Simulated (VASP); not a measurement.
Sr, 1 atom in the cell. The structure is cubic, space group Fm-3m (No. 225). Conventional cell: a = 5.841 Å, b = 5.841 Å, c = 5.841 Å, α = 90.00°, β = 90.00°, γ = 90.00°. Sr (site symmetry m-3m) has 12 Sr at 4.13 Å within 5.4 Å.  This cell differs from its parent crystal: strain -0.040 along x and y, -0.040 along z.

- Program: VASP 6.6.1
- Task: single point
- Functional: PBEsol
- Potentials or basis: VASP PAW PBE potentials, release 64 (Sr_sv)
- Cutoff: 520 eV
- k mesh: 10 × 10 × 10
- Occupations: gaussian, width 0.03 eV
- Spin: no spin polarisation
- Dipole correction: no
- Further INCAR settings: ALGO = Normal; EDIFF = 1e-06; NBANDS = 11

Potentials or basis: VASP PAW PBE potentials, release 64 (Sr_sv).

Run with:

```sh
$ cat potpaw_PBE.64/Sr_sv/POTCAR > POTCAR
$ mpirun -np 1 vasp_std > vasp.out
```

Hardware: 1 thread of Intel(R) Xeon(R) Platinum 8259CL CPU @ 2.50GHz (Skylake/Cascade Lake), on a shared host.

Problem. Estimate the wall time of this run.

Solution. It took 13 s on 1 thread of Intel(R) Xeon(R) Platinum 8259CL CPU @ 2.50GHz (Skylake/Cascade Lake) (shared host), peak memory 0.18 GiB. Counts: scf iterations 11, k points 47.
